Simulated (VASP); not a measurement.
Input of a VASP 6.6.1 run:

File INCAR:

```
PREC = Accurate
ENCUT = 520
EDIFF = 1E-6
ISMEAR = 0
SIGMA = 0.1
LREAL = F
LASPH = T
NELM = 80
ALGO = Fast
ISIF = 2
LWAVE = F
LCHARG = F
GGA = PE
NBANDS = 10
```

Contents of KPOINTS:

```
regular mesh
0
Gamma
  16 16 16
```

The input POSCAR:

```
Os
1.0
    0.0000000000      2.0089127000      1.9505627000
    1.9505627000      0.0000000000      1.9505627000
    1.9505627000      2.0089127000      0.0000000000
Os
1
Direct
    0.0000000000      0.0000000000      0.0000000000
```

Potentials or basis: VASP PAW PBE potentials, release 64 (Os).

Launch:

```console
$ cat potpaw_PBE.64/Os/POTCAR > POTCAR
$ mpirun -np 1 vasp_std > vasp.out
```

Estimate the pressure.

-21.7 GPa.

Estimate the band gap on the k mesh.

zero (bands 4 and 5 overlap by 3.77 eV).

Stress tensor (GPa, compression positive):
```
-19.00   0.00   0.00
  0.00 -27.23   0.00
  0.00   0.00 -19.00
```

Caveat: the cell differs from its parent crystal (strained); the cell stands under tension; spin-orbit coupling is left out, which moves the levels of the heavy elements.
